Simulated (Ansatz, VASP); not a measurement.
**Two plane-wave programs on AgCl**

```
CELL_PARAMETERS angstrom
3.39175 -0.08935 -0.08935
-0.08935 3.39175 -0.08935
-0.08935 -0.08935 3.39175
ATOMIC_POSITIONS crystal
Ag 0.00000 0.00000 0.00000
Cl 0.50000 0.50000 0.50000
```

Alike in both runs: task single point; functional PBEsol; k mesh 12 × 12 × 12; occupations gaussian, width 0.05 eV; no spin polarisation.

```csv
,VASP,Ansatz
version,VASP 6.6.1,Ansatz 0.2.0
potentials or method,"VASP PAW PBE potentials, release 64 (Ag, Cl), cutoff 520 eV","scalar-relativistic, plane waves, PAW"
valence electrons in the cell,18,26
```

```csv
,VASP,Ansatz,Ansatz less VASP
gap on the k mesh at the Fermi level (eV),0.29,0.29,-0.001
least direct gap on the mesh (eV),2.01,2.00,-0.002
pressure (GPa),-2.8,-2.7,+0.11
"traceless stress, the component that is largest in VASP (GPa)",-0.68,-0.67,+0.011
```

VASP's potentials were made for PBE, not for PBEsol. The functional is the same, so the differences come from potentials, cutoffs and numerics. VASP's potentials hold 18 valence electrons a cell and Ansatz's 26, so a difference there can come from the potentials and not from the codes.
